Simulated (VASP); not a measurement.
Set up this calculation in VASP 6.6.1, as the native input.

```yaml
Task: relaxation of cell and atoms
Functional: PBE
Potentials_or_basis: VASP PAW PBE potentials, release 64 (Ba_sv, O)
Cutoff: 600 eV
k_mesh: 8 × 8 × 8
Occupations: gaussian, width 0.02 eV
Spin: no spin polarisation
Further_INCAR_settings: ALGO = Fast; EDIFF = 1e-07; IBRION = 2; EDIFFG = -0.005; NSW = 60; ISIF = 3
```

The structure of BaO lies in POSCAR:

```
BaO
1.0
    0.0000000000      2.7600000000      2.7600000000
    2.7600000000      0.0000000000      2.7600000000
    2.7600000000      2.7600000000      0.0000000000
Ba O
1 1
Direct
    0.0000000000      0.0000000000      0.0000000000
    0.5000000000      0.5000000000      0.5000000000
```

One way to write it, as run:

INCAR

```
SYSTEM = BaO
ALGO     = Fast           ! electronic algorithm
EDIFF    = 1E-7           ! SCF threshold, eV
EDIFFG   = -0.005         ! ionic threshold
ENCUT    = 600            ! plane-wave cutoff, eV
GGA      = PE             ! functional
IBRION   = 2              ! ionic algorithm
ISIF     = 3              ! what is computed and relaxed
ISMEAR   = 0              ! smearing method
KPAR     = 4            
LASPH    = .True.         ! aspherical terms in the spheres
LCHARG   = .False.        ! write CHGCAR
LREAL    = .False.        ! projectors in reciprocal space
LWAVE    = .False.        ! write WAVECAR
NELM     = 120            ! most SCF steps
NSW      = 60             ! ionic steps
PREC     = Accurate       ! precision mode
SIGMA    = 0.02           ! smearing width, eV
```

KPOINTS

```
k-points
0
Gamma
  8 8 8
  0 0 0
```

Potentials or basis: VASP PAW PBE potentials, release 64 (Ba_sv, O).

Launch:

```console
$ cat potpaw_PBE.64/Ba_sv/POTCAR potpaw_PBE.64/O/POTCAR > POTCAR
$ mpirun -np 4 vasp_std > vasp.out
```

It gave:

```
Relaxed volume                        : 22.11 Å³/atom
Relaxed cell                          : a = 3.969 Å, b = 3.969 Å, c = 3.969 Å, α = 60.00°, β = 60.00°, γ = 60.00°
Space group after relaxing (to 0.1 Å) : Fm-3m (No. 225)
Energy gained by relaxing             : 12.4 meV/atom
Ionic steps                           : 3
Pressure after relaxing               : 0.0 GPa
Band gap on the k mesh                : 2.10 eV
```

Caveat: spin-orbit coupling is left out, which moves the levels of the heavy elements.

Wall time 21 s on 4 MPI ranks on Intel(R) Xeon(R) 6975P-C (Granite Rapids), on a shared host, peak memory 0.18 GiB a rank.
